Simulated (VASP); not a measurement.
A run of VASP 6.6.1:

Contents of INCAR:

```
SYSTEM = GaC
PREC = Accurate
ENCUT = 600
EDIFF = 1E-6
ISMEAR = 0
SIGMA = 0.1
LREAL = .False.
LASPH = .True.
NELM = 60
ALGO = Normal
ISIF = 3
LWAVE = .False.
LCHARG = .False.
GGA = PE
IBRION = 2
NSW = 100
EDIFFG = -0.01
```

The input KPOINTS:

```
Automatic mesh
0
Gamma
  22 22 22
  0 0 0
```

The input POSCAR:

```
GaC
1.0
    0.0000000000      2.1973798497      2.1973798497
    2.1973798497      0.0000000000      2.1973798497
    2.1973798497      2.1973798497      0.0000000000
Ga C
1 1
Direct
    0.5000000000      0.5000000000      0.5000000000
    0.0000000000      0.0000000000      0.0000000000
```

Potentials or basis: VASP PAW PBE potentials, release 64 (Ga_d, C).

Command:

```sh
$ cat potpaw_PBE.64/Ga_d/POTCAR potpaw_PBE.64/C/POTCAR > POTCAR
$ mpirun -np 1 vasp_std > vasp.out
```

Hardware: 1 thread of Intel(R) Xeon(R) Platinum 8259CL CPU @ 2.50GHz (Skylake/Cascade Lake), with other jobs on the host.

Q: Estimate the wall time of this run.

A: Wall time 4.7 min on 1 thread of Intel(R) Xeon(R) Platinum 8259CL CPU @ 2.50GHz (Skylake/Cascade Lake) (shared host), peak memory 0.26 GiB. Counts: scf iterations 25, k points 328, ion steps 3.
